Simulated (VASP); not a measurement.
# Cs3In (Fm-3m) in VASP: single point with PBE

Aim: the single point of Cs3In with PBE.

Everything below comes from runs of VASP 6.6.1. Logs are shortened: lines on timing, memory, paths and dates and some standing lists are left out, and cuts for length are marked.

**1. The cell of the first run**

It takes space group Fm-3m (No. 225, cubic). Conventional cell: a = 8.902 Å, b = 8.902 Å, c = 8.902 Å, α = 90.00°, β = 90.00°, γ = 90.00°. Cs (site symmetry m-3m) has 8 Cs at 3.85 Å and 6 In at 4.45 Å within 5.1 Å. Within 5.1 Å of Cs (site symmetry -43m) lie 10 Cs at 3.85 to 4.45 Å and 4 In at 3.85 Å. In (site symmetry m-3m) has 14 Cs at 3.85 to 4.45 Å within 5.1 Å.

**2. Single point, PBE**

INCAR reads:

```
ALGO = Fast
EDIFF = 1E-7
ENCUT = 520
GGA = PE
ISIF = 2
ISMEAR = 0
LASPH = T
LCHARG = F
LREAL = F
LWAVE = F
NBANDS = 28
NELM = 100
PREC = Accurate
SIGMA = 0.1
```

KPOINTS reads:

```
k-points
0
Gamma
  4 4 4
```

POSCAR reads:

```
Cs3In
1.0
    0.0000000000      4.4508259600      4.4508259600
    4.4508259600      0.0000000000      4.4508259600
    4.4508259600      4.4508259600      0.0000000000
Cs In
3 1
Direct
    0.0000000000      0.0000000000      0.0000000000
    0.2500000000      0.2500000000      0.2500000000
    0.7500000000      0.7500000000      0.7500000000
    0.5000000000      0.5000000000      0.5000000000
```

Potentials or basis: VASP PAW PBE potentials, release 64 (Cs_sv, In_d).

Launch:

```
$ cat potpaw_PBE.64/Cs_sv/POTCAR potpaw_PBE.64/In_d/POTCAR > POTCAR
$ mpirun -np 1 vasp_std > vasp.out
```

OUTCAR:

```text
EDIFF = 1E-7
   ENCUT = 520
   GGA = PE
   ISIF = 2
   ISMEAR = 0
   LASPH = T
   LREAL = F
   NELM = 100
   PREC = Accurate

 ion  position               nearest neighbor table
   1  0.000  0.000  0.000-
   2  0.250  0.250  0.250-
   3  0.750  0.750  0.750-
   4  0.500  0.500  0.500-

  LATTYP: Found a face centered cubic cell.
 ALAT       =     8.9016519200

  Lattice vectors:

 A1 = (   0.0000000000,   4.4508259600,   4.4508259600)
 A2 = (   4.4508259600,   0.0000000000,   4.4508259600)
 A3 = (   4.4508259600,   4.4508259600,   0.0000000000)

Analysis of symmetry for initial positions (statically):
=====================================================================
 Subroutine PRICEL returns:
 Original cell was already a primitive cell.

 Routine SETGRP: Setting up the symmetry group for a
 face centered cubic supercell.

 Subroutine GETGRP returns: Found 48 space group operations
 (whereof 48 operations were pure point group operations)
 out of a pool of 48 trial point group operations.

The static configuration has the point symmetry O_h .

Analysis of symmetry for dynamics (positions and initial velocities):
=====================================================================
 Subroutine PRICEL returns:
 Original cell was already a primitive cell.

 Routine SETGRP: Setting up the symmetry group for a
 face centered cubic supercell.

 Subroutine GETGRP returns: Found 48 space group operations
 (whereof 48 operations were pure point group operations)
 out of a pool of 48 trial point group operations.

The dynamic configuration has the point symmetry O_h .

 Subroutine INISYM returns: Found 48 space group operations
 (whereof 48 operations are pure point group operations),
 and found     1 'primitive' translations

----------------------------------------------------------------------------------------

                                     Primitive cell

  volume of cell :     176.3404

  direct lattice vectors                    reciprocal lattice vectors
     0.000000000  4.450825960  4.450825960    -0.112338699  0.112338699  0.112338699
     4.450825960  0.000000000  4.450825960     0.112338699 -0.112338699  0.112338699
     4.450825960  4.450825960  0.000000000     0.112338699  0.112338699 -0.112338699

  length of vectors
     6.294418436  6.294418436  6.294418436     0.194576335  0.194576335  0.194576335

  position of ions in fractional coordinates (direct lattice)
     0.000000000  0.000000000  0.000000000
     0.250000000  0.250000000  0.250000000
     0.750000000  0.750000000  0.750000000
     0.500000000  0.500000000  0.500000000

  ion indices of the primitive-cell ions
   primitive index   ion index
                 1           1
                 2           2
                 3           3
                 4           4

----------------------------------------------------------------------------------------

 KPOINTS: k-points

Automatic generation of k-mesh.
 Grid dimensions read from file:
 generate k-points for:    4    4    4

 Generating k-lattice:

  Cartesian coordinates                     Fractional coordinates (reciprocal lattice)
    -0.028084675  0.028084675  0.028084675     0.250000000  0.000000000  0.000000000
     0.028084675 -0.028084675  0.028084675     0.000000000  0.250000000  0.000000000
     0.028084675  0.028084675 -0.028084675     0.000000000  0.000000000  0.250000000

  Length of vectors
     0.048644084  0.048644084  0.048644084

  Shift w.r.t. Gamma in fractional coordinates (k-lattice)
     0.000000000  0.000000000  0.000000000

 Subroutine IBZKPT returns following result:
 ===========================================

 Found      8 irreducible k-points:

 Following reciprocal coordinates:
            Coordinates               Weight
  0.000000  0.000000  0.000000      1.000000
  0.250000  0.000000  0.000000      8.000000
  0.500000  0.000000  0.000000      4.000000
  0.250000  0.250000  0.000000      6.000000
  0.500000  0.250000  0.000000     24.000000
 -0.250000  0.250000  0.000000     12.000000
  0.500000  0.500000  0.000000      3.000000
 -0.250000  0.500000  0.250000      6.000000
   k-points           NKPTS =      8   k-points in BZ     NKDIM =      8   number of bands    NBANDS=     28
   number of dos      NEDOS =    301   number of ions     NIONS =      4
   total plane-waves  NPLWV = 110592
   dimension x,y,z NGX =    48 NGY =   48 NGZ =   48
   dimension x,y,z NGXF=    96 NGYF=   96 NGZF=   96
   ions per type =               3   1
   NGX,Y,Z   is equivalent  to a cutoff of  12.68, 12.68, 12.68 a.u.
   NGXF,Y,Z  is equivalent  to a cutoff of  25.36, 25.36, 25.36 a.u.
 SYSTEM =  unknown system
   PREC   = accura    normal or accurate (medium, high low for compatibility)
   ISTART =      0    job   : 0-new  1-cont  2-samecut
   ICHARG =      2    charge: 1-file 2-atom 10-const
   ISPIN  =      1    spin polarized calculation?
   LNONCOLLINEAR =      F non collinear calculations
   LSORBIT =      F    spin-orbit coupling
   LASPH  =      T    aspherical Exc in radial PAW
   ENCUT  =  520.0 eV  38.22 Ry    6.18 a.u.  11.70 11.70 11.70*2*pi/ulx,y,z
   NELM   =    100;   NELMIN=  2; NELMDL= -5     # of ELM steps
   EDIFF  = 0.1E-06   stopping-criterion for ELM
   LREAL  =      F    real-space projection
   EDIFFG = 0.1E-05   stopping-criterion for IOM
   NSW    =      0    number of steps for IOM
   IBRION =     -1    ionic relax: 0-MD 1-quasi-New 2-CG
   NFREE  =      0    steps in history (QN), initial steepest desc. (CG)
   ISIF   =      2    stress and relaxation
   ISYM   =      2    0-nonsym 1-usesym 2-fastsym
   POTIM  = 0.5000    time-step for ionic-motion
   TEBEG  =    0.0;   TEEND  =   0.0 temperature during run
   PSTRESS=    0.0 pullay stress
   NELECT =      40.0000    total number of electrons
   NUPDOWN=      -1.0000    fix difference up-down
   EMIN   =  10.00;   EMAX   =-10.00  energy-range for DOS
   EFERMI =   0.00;   METHOD = LEGACY
   ISMEAR =     0;   SIGMA  =   0.10  broadening in eV -4-tet -1-fermi 0-gaus
   EFERMI_NEDOS =   21; number of points for ismear=-14 and -15
   IALGO  =     68    algorithm
   IMIX   =      4    mixing-type and parameters
     AMIX     =   0.40;   BMIX     =  1.00
     AMIX_MAG =   1.60;   BMIX_MAG =  1.00
  volume/ion in A,a.u.               =      44.09       297.50
  Fermi-wavevector in a.u.,A,eV,Ry     =   0.998415  1.886730 13.562716  0.996832
  Thomas-Fermi vector in A             =   2.130636
   LORBIT       =      0    0 simple, 1 ext, 2 COOP (PROOUT), +10 PAW based schemes
   GGA     = PE    functional components
   LHFCALC =     F    Hartree Fock is set to
   AEXX    =    0.0000 exact exchange contribution
   IVDW    =     0    specifies the selected vdW correction
   LEPSILON=     F    determine dielectric tensor
   LRPA    =     F    only Hartree local field effects (RPA)
 non-spin polarized calculation
 RMM-DIIS sequential band-by-band and
 Gauss-broadening in eV      SIGMA  =   0.10
  energy-cutoff  :      520.00
  volume of cell :      176.34
 maximum number of plane-waves:      4766
 NGX is ok and might be reduce to    48
   NGX = 23   NGY = 23   NGZ = 23

 number of electron      40.0000001 magnetization

 Free energy of the ion-electron system (eV)
  ---------------------------------------------------
  ext. energy  EPLUGINS =         0.00000000
  ---------------------------------------------------
  free energy    TOTEN  =        -4.10524826 eV

  energy without entropy =       -4.06914791  energy(sigma->0) =       -4.08719808

 E-fermi :   3.6458     XC(G=0):  -8.3727

 val. band max:        3.6157147542   @ k =   0.5000   0.2500   0.0000
 cond. band min:       3.7247545664   @ k =   0.5000   0.2500   0.0000
 fundamental gap:      0.1090398122
 Fermi energy:         3.6458361902

 k-point     1 :       0.0000    0.0000    0.0000
  band No.  band energies     occupation
      1     -20.0797      2.00000
      2     -19.4351      2.00000
      3     -19.4094      2.00000
      4     -10.5419      2.00000
      5     -10.5419      2.00000
      6     -10.5419      2.00000
[... 20 lines left out ...]
     27       6.6102      0.00000
     28       8.9132      0.00000

 k-point     2 :       0.2500    0.0000    0.0000
  band No.  band energies     occupation
      1     -20.0571      2.00000
      2     -19.4477      2.00000
      3     -19.4229      2.00000
      4     -10.5410      2.00000
      5     -10.5410      2.00000
      6     -10.5380      2.00000
[... 20 lines left out ...]
     27       6.4973      0.00000
     28       7.8153      0.00000

 k-point     3 :       0.5000    0.0000    0.0000
  band No.  band energies     occupation
      1     -20.0331      2.00000
      2     -19.4591      2.00000
      3     -19.4392      2.00000
      4     -10.5401      2.00000
      5     -10.5401      2.00000
      6     -10.5341      2.00000
[... 20 lines left out ...]
     27       6.6451      0.00000
     28       7.1201      0.00000

 k-point     4 :       0.2500    0.2500    0.0000
  band No.  band energies     occupation
      1     -20.0496      2.00000
      2     -19.4539      2.00000
      3     -19.4254      2.00000
      4     -10.5400      2.00000
      5     -10.5400      2.00000
      6     -10.5377      2.00000
[... 20 lines left out ...]
     27       6.7241      0.00000
     28       7.8525      0.00000

 k-point     5 :       0.5000    0.2500    0.0000
  band No.  band energies     occupation
      1     -20.0254      2.00000
      2     -19.4626      2.00000
      3     -19.4444      2.00000
      4     -10.5390      2.00000
      5     -10.5379      2.00000
      6     -10.5349      2.00000
[... 20 lines left out ...]
     27       6.8348      0.00000
     28       7.0071      0.00000

 k-point     6 :      -0.2500    0.2500    0.0000
  band No.  band energies     occupation
      1     -20.0335      2.00000
      2     -19.4560      2.00000
      3     -19.4418      2.00000
      4     -10.5398      2.00000
      5     -10.5381      2.00000
      6     -10.5359      2.00000
[... 20 lines left out ...]
     27       6.2569      0.00000
     28       7.1805      0.00000

 k-point     7 :       0.5000    0.5000    0.0000
  band No.  band energies     occupation
      1     -20.0172      2.00000
      2     -19.4749      2.00000
      3     -19.4412      2.00000
      4     -10.5380      2.00000
      5     -10.5379      2.00000
      6     -10.5336      2.00000
[... 20 lines left out ...]
     27       6.1400      0.00000
     28       7.1002      0.00000

 k-point     8 :      -0.2500    0.5000    0.2500
  band No.  band energies     occupation
      1     -20.0172      2.00000
      2     -19.4581      2.00000
      3     -19.4581      2.00000
      4     -10.5379      2.00000
      5     -10.5359      2.00000
      6     -10.5359      2.00000
[... 20 lines left out ...]
     27       6.7744      0.00000
     28       6.7746      0.00000

------------------------ aborting loop because EDIFF is reached ----------------------------------------

  FORCE on cell =-STRESS in cart. coord.  units (eV):
  Direction    XX          YY          ZZ          XY          YZ          ZX
  --------------------------------------------------------------------------------------
  -------------------------------------------------------------------------------------
  Total        3.6534995      3.6534995      3.6534995     -0.0000000      0.0000000      0.0000000
  in kB       33.1946275     33.1946275     33.1946275     -0.0000000      0.0000000      0.0000000
  external PRESSURE =      33.1946275 kB  Pullay stress =       0.0000000 kB

 VOLUME and BASIS-vectors are now :
 -----------------------------------------------------------------------------
  energy-cutoff  :      520.00
  volume of cell :      176.34
      direct lattice vectors                 reciprocal lattice vectors
     0.000000000  4.450825960  4.450825960    -0.112338699  0.112338699  0.112338699
     4.450825960  0.000000000  4.450825960     0.112338699 -0.112338699  0.112338699
     4.450825960  4.450825960  0.000000000     0.112338699  0.112338699 -0.112338699

 POSITION                                       TOTAL-FORCE (eV/Angst)
 -----------------------------------------------------------------------------------
      0.00000      0.00000      0.00000        -0.000000     -0.000000      0.000000
      2.22541      2.22541      2.22541        -0.000000     -0.000000      0.000000
      6.67624      6.67624      6.67624         0.000000      0.000000     -0.000000
      4.45083      4.45083      4.45083        -0.000000     -0.000000      0.000000
 -----------------------------------------------------------------------------------
    total drift:                               -0.000000     -0.000000     -0.000000

  FREE ENERGIE OF THE ION-ELECTRON SYSTEM (eV)
  ---------------------------------------------------
  free  energy   TOTEN  =        -4.1052482588 eV

  energy  without entropy=       -4.0691479062  energy(sigma->0) =       -4.08719808
```

Wall time 58 s (1 thread of Intel Xeon Platinum 8259CL at 2.50GHz (Skylake/Cascade Lake), shared host); peak memory 0.33 GiB.

What came out:

| Item | Value |
| --- | --- |
| Free energy | -4.1052 eV |
| Pressure | 3.3 GPa |
| Band gap on the k mesh | zero (band 20 reaches 4.21 eV, above the bottom of band 21 at 3.33 eV) |

Caveat: spin-orbit coupling is left out, which moves the levels of the heavy elements.
